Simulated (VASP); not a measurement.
# ScF3: single point with LDA

The system is ScF3.

```
Sc F
1.0
     3.85195    0.00000    0.00000
     0.00000    3.85195    0.00000
     0.00000    0.00000    3.69145
Sc F
1 3
Direct
  0.00000 0.00000 0.00000
  0.50000 0.00000 0.00000
  0.00000 0.50000 0.00000
  0.00000 0.00000 0.50000
```

This cell differs from its parent crystal: strain -0.040 along x and y, -0.080 along z.

- Program: VASP 6.6.1
- Task: single point
- Functional: LDA
- Potentials or basis: VASP PAW LDA potentials, release 64 (Sc_sv, F)
- Cutoff: 520 eV
- k mesh: 6 × 6 × 6
- Occupations: gaussian, width 0.05 eV
- Spin: no spin polarisation
- Dipole correction: no
- Further INCAR settings: ALGO = Normal; EDIFF = 1e-07; NBANDS = 24

```yaml
Pressure: 21.5 GPa
Band_gap_on_the_k_mesh: 6.85 eV, indirect (least direct gap 7.39 eV)
```

Stress tensor (GPa, compression positive):
```
15.07  0.00  0.00
 0.00 15.07  0.00
 0.00  0.00 34.38
```

Levels at points of the mesh, in eV from the valence-band top:
```csv
k point,band 12,band 13,band 14,band 15,band 16,band 17,band 18,band 19,band 20,band 21
"(0.00, 0.00, 0.00)",-0.97,-0.70,-0.59,-0.54,-0.54,6.85,6.85,6.87,7.81,9.27
"(0.50, 0.00, 0.00)",-1.44,-1.40,-1.05,-0.75,-0.62,6.91,8.03,8.06,9.50,10.42
"(0.50, 0.50, 0.00)",-1.72,-1.37,-1.37,-1.15,-0.01,8.08,8.08,8.92,10.63,12.24
"(0.00, 0.00, 0.50)",-1.42,-1.42,-0.93,-0.55,-0.55,6.96,8.35,8.35,9.32,10.63
"(0.50, 0.00, 0.50)",-1.40,-1.22,-1.16,-1.05,-0.18,8.14,8.41,9.15,10.20,12.28
"(0.50, 0.50, 0.50)",-3.23,-2.77,-0.17,-0.17,0.00,9.02,9.24,9.24,11.52,12.56
```

Run time: 51 s on 1 thread of Intel(R) Xeon(R) Platinum 8259CL CPU @ 2.50GHz (Skylake/Cascade Lake), on a shared host, peak memory 0.17 GiB.

Caveat: the cell differs from its parent crystal (strain -0.040 along x and y, -0.080 along z). A k mesh can miss the band edges.
